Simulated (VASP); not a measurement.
# Ni3O4 (Cmmm) in VASP: notebook, part 2 of 2

VASP 6.6.1. Earlier steps stand in the parts before.

## (4) Single point, PBEsol (8.77 Å³/atom)

This run uses another cell than the first one, of 8.77 Å³/atom.

Contents of INCAR:

```
SYSTEM = Ni3O4
ALGO = Normal ; EDIFF = 1E-7
ENCUT = 520 ; GGA = PS
ISIF = 2 ; ISMEAR = 0
LASPH = .TRUE. ; LCHARG = .FALSE.
LREAL = .FALSE. ; LWAVE = .FALSE.
NBANDS = 36 ; NELM = 100
PREC = Accurate ; SIGMA = 0.1
```

Contents of KPOINTS:

```
k-points
0
G
  8 8 12
  0 0 0
```

Contents of POSCAR:

```
Ni3O4
1.0
    2.8242280024     -3.8623308148      0.0000000000
    2.8242280024      3.8623308148      0.0000000000
    0.0000000000      0.0000000000      2.8153109825
Ni O
3 4
Direct
    0.5000000000      0.0000000000      0.5000000000
    0.0000000000      0.5000000000      0.5000000000
    0.0000000000      0.0000000000      0.0000000000
    0.7797873473      0.7797873473      0.5000000000
    0.2202126527      0.2202126527      0.5000000000
    0.2412541596      0.7587458404      0.0000000000
    0.7587458404      0.2412541596      0.0000000000
```

Potentials or basis: VASP PAW PBE potentials, release 64 (Ni, O).

Command:

```sh
$ cat potpaw_PBE.64/Ni/POTCAR potpaw_PBE.64/O/POTCAR > POTCAR
$ mpirun -np 1 vasp_std > vasp.out
```

OUTCAR:

```text
SYSTEM = Ni3O4
   EDIFF = 1E-7
   ENCUT = 520
   GGA = PS
   ISIF = 2
   ISMEAR = 0
   LASPH = .TRUE.
   LREAL = .FALSE.
   NELM = 100
   PREC = Accurate

 ion  position               nearest neighbor table
   1  0.500  0.000  0.500-   4 1.94   5 1.94   6 2.00   7 2.00   6 2.00   7 2.00   3 2.78   3 2.78
                             3 2.78   3 2.78   2 2.82   2 2.82
   2  0.000  0.500  0.500-   4 1.94   5 1.94   6 2.00   7 2.00   6 2.00   7 2.00   3 2.78   3 2.78
                             3 2.78   3 2.78   1 2.82   1 2.82
   3  0.000  0.000  0.000-   6 1.86   7 1.86   4 1.88   5 1.88   4 1.88   5 1.88   1 2.78   2 2.78
                             1 2.78   2 2.78   2 2.78   2 2.78   1 2.78   1 2.78
[... 1151 lines left out ...]
  Total        4.4019444      4.5111913      4.4675391     -0.0000000      0.0000000      0.0000000
  in kB      114.8284615    117.6782591    116.5395545     -0.0000000      0.0000000      0.0000000
  external PRESSURE =     116.3487584 kB  Pullay stress =       0.0000000 kB

 VOLUME and BASIS-vectors are now :
 -----------------------------------------------------------------------------
  energy-cutoff  :      520.00
  volume of cell :       61.42
      direct lattice vectors                 reciprocal lattice vectors
     2.824228002 -3.862330815  0.000000000     0.177039531 -0.129455509  0.000000000
     2.824228002  3.862330815  0.000000000     0.177039531  0.129455509  0.000000000
     0.000000000  0.000000000  2.815310982     0.000000000  0.000000000  0.355200547

 POSITION                                       TOTAL-FORCE (eV/Angst)
 -----------------------------------------------------------------------------------
      1.41211     -1.93117      1.40766         0.000000     -0.000000      0.000000
      1.41211      1.93117      1.40766         0.000000     -0.000000      0.000000
      0.00000      0.00000      0.00000         0.000000     -0.000000      0.000000
      4.40459      0.00000      1.40766        -0.047649     -0.000000     -0.000000
      1.24386      0.00000      1.40766         0.047649     -0.000000      0.000000
      2.82423      1.99872      0.00000         0.000000     -0.042292      0.000000
      2.82423     -1.99872      0.00000         0.000000      0.042292      0.000000
 -----------------------------------------------------------------------------------
    total drift:                                0.000000      0.000000      0.000000

  FREE ENERGIE OF THE ION-ELECTRON SYSTEM (eV)
  ---------------------------------------------------
  free  energy   TOTEN  =       -44.1056009149 eV

  energy  without entropy=      -44.0790180734  energy(sigma->0) =      -44.09230949
```

It took 4.2 min on 1 thread of Intel Xeon 6975P-C (Granite Rapids), shared host; peak memory 0.35 GiB.

Results:

```
Free energy            : -44.1056 eV
Pressure               : 11.6 GPa
Largest force          : 0.048 eV/Å
Band gap on the k mesh : zero (bands 27 and 28 overlap by 0.42 eV)
```

Forces on the atoms (eV/Å):
```
Ni   0.000  0.000  0.000
Ni   0.000  0.000  0.000
Ni   0.000  0.000  0.000
O   -0.048  0.000  0.000
O    0.048  0.000  0.000
O    0.000 -0.042  0.000
O    0.000  0.042  0.000
```

Caveat: the cell stands under pressure; the PAW data sets were made with another functional, which shifts forces and pressure a little; the run has no spin polarisation, though such a crystal can be magnetic; semilocal functionals often make such compounds metallic where correlation or magnetic order opens a gap, which also shifts bond lengths.

## (5) Single point, PBEsol (9.05 Å³/atom)

This run uses another cell than the first one, of 9.05 Å³/atom.

Contents of INCAR:

```
SYSTEM = Ni3O4
  PREC = Accurate
  ENCUT = 520
  EDIFF = 1E-6
  ISMEAR = 0
  SIGMA = 0.1
  LREAL = .FALSE.
  LASPH = .TRUE.
  NELM = 100
  ALGO = Normal
  ISIF = 2
  LWAVE = .FALSE.
  LCHARG = .FALSE.
  GGA = PS
  NBANDS = 36
```

Contents of KPOINTS:

```
Automatic mesh
0
G
  8 8 12
  0 0 0
```

Contents of POSCAR:

```
Ni3O4
1.0
    2.8747336628     -3.8937360002      0.0000000000
    2.8747336628      3.8937360002      0.0000000000
    0.0000000000      0.0000000000      2.8311009918
Ni O
3 4
Direct
    0.5000000000      0.0000000000      0.5000000000
    0.0000000000      0.5000000000      0.5000000000
    0.0000000000      0.0000000000      0.0000000000
    0.7839335391      0.7839335391      0.5000000000
    0.2160664609      0.2160664609      0.5000000000
    0.2390709146      0.7609290854      0.0000000000
    0.7609290854      0.2390709146      0.0000000000
```

Command:

```sh
$ cat potpaw_PBE.64/Ni/POTCAR potpaw_PBE.64/O/POTCAR > POTCAR
$ mpirun -np 1 vasp_std > vasp.out
```

Wall time 4.2 min (1 thread of Intel Xeon 6975P-C (Granite Rapids), shared host); peak memory 0.36 GiB.

The run converged. Its results:

```yaml
Free_energy: -44.2090 eV
Pressure: 5.6 GPa
Largest_force: 0.042 eV/Å
Band_gap_on_the_k_mesh: zero (bands 27 and 28 overlap by 0.36 eV)
```

Forces in eV/Å, atoms in the order of the input:
```
Ni   0.000  0.000  0.000
Ni   0.000  0.000  0.000
Ni   0.000  0.000  0.000
O   -0.042  0.000  0.000
O    0.042  0.000  0.000
O    0.000 -0.042  0.000
O    0.000  0.042  0.000
```

Stress tensor (GPa, compression positive):
```
5.38 0.00 0.00
0.00 5.71 0.00
0.00 0.00 5.57
```

Levels at points of the mesh, in eV from the Fermi level:
```csv
k point,band 23,band 24,band 25,band 26,band 27,band 28,band 29,band 30,band 31,band 32
"(0.00, 0.00, 0.00)",-1.49,-1.45,-1.13,-1.05,-0.78,0.68,1.01,1.46,1.78,3.99
"(0.50, 0.00, 0.00)",-1.16,-1.09,-1.02,0.09,0.15,0.18,0.18,0.72,0.85,6.37
"(0.50, 0.50, 0.00)",-1.26,-1.03,-0.98,-0.81,-0.39,-0.15,-0.07,0.67,1.36,7.36
"(0.00, 0.00, 0.50)",-1.14,-1.11,-0.92,-0.60,-0.27,-0.01,0.18,0.30,1.42,8.59
"(0.50, 0.00, 0.50)",-1.20,-0.94,-0.90,0.12,0.14,0.14,0.24,0.51,0.57,9.29
"(0.50, 0.50, 0.50)",-1.09,-1.03,-0.95,-0.91,-0.71,0.66,0.73,1.51,1.77,7.10
```

Caveat: the cell stands under pressure; the PAW data sets were made with another functional, which shifts forces and pressure a little; the run has no spin polarisation, though such a crystal can be magnetic; semilocal functionals often make such compounds metallic where correlation or magnetic order opens a gap, which also shifts bond lengths. Spin polarisation is off, so any magnetic state and its effect on volume and gap are missing.

## (6) Summary

```csv
cell,gap on the mesh (eV),pressure (GPa),largest force (eV/Å)
"a = 4.667, b = 4.667, c = 2.784 Å, angles 90.0, 90.0, 108.5°, 7 atoms, atomic positions A",none,26.9,0.05
"a = 4.727, b = 4.727, c = 2.799 Å, angles 90.0, 90.0, 108.1°, 7 atoms, atomic positions B",none,18.7,0.05
"a = 4.785, b = 4.785, c = 2.815 Å, angles 90.0, 90.0, 107.6°, 7 atoms, atomic positions C",none,11.6,0.05
"a = 4.840, b = 4.840, c = 2.831 Å, angles 90.0, 90.0, 107.1°, 7 atoms, atomic positions D",none,5.6,0.04
```

Alike in all rows: task single point; level PBEsol; potentials or basis VASP PAW PBE potentials, release 64 (Ni, O); no spin polarisation; k mesh 8 × 8 × 12; cutoff (eV) 520; smearing gaussian 0.1 eV.

Caveats: the cell stands under pressure; the PAW data sets were made with another functional, which shifts forces and pressure a little; the run has no spin polarisation, though such a crystal can be magnetic; semilocal functionals often make such compounds metallic where correlation or magnetic order opens a gap, which also shifts bond lengths.

Total energies depend on the potentials used, so only differences within one code and one set of settings carry meaning.
